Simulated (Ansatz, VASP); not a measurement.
**LiF: VASP beside Ansatz**

```
CELL_PARAMETERS angstrom
2.58513 0.00000 0.00000
0.00000 2.58513 0.00000
0.00000 0.00000 2.55953
ATOMIC_POSITIONS crystal
Li 0.00000 0.00000 0.00000
F 0.50000 0.50000 0.50000
```

Change from the starting cell: strain +0.0100 x Voigt [1, 1, 0, 0, 0, 0], atoms carried along.

Alike in both runs: task single point; functional LDA; k mesh 10 × 10 × 10; occupations gaussian, width 0.05 eV; no spin polarisation.

|  | VASP | Ansatz |
| --- | --- | --- |
| version | VASP 6.6.1 | Ansatz 0.2.0 |
| potentials or method | VASP PAW LDA potentials, release 64 (Li_sv, F), cutoff 520 eV | scalar-relativistic, plane waves, PAW |
| valence electrons in the cell | 10 | 10 |

```csv
,VASP,Ansatz,Ansatz less VASP
gap on the k mesh at the Fermi level (eV),7.10,7.10,+0.004
least direct gap on the mesh (eV),7.74,7.74,+0.004
```

LDA's correlation is that of Perdew and Zunger in VASP and of Perdew and Wang (1992) in Ansatz.

Noted on VASP's run: the cutoff is short for stress, so the pressure is rough.
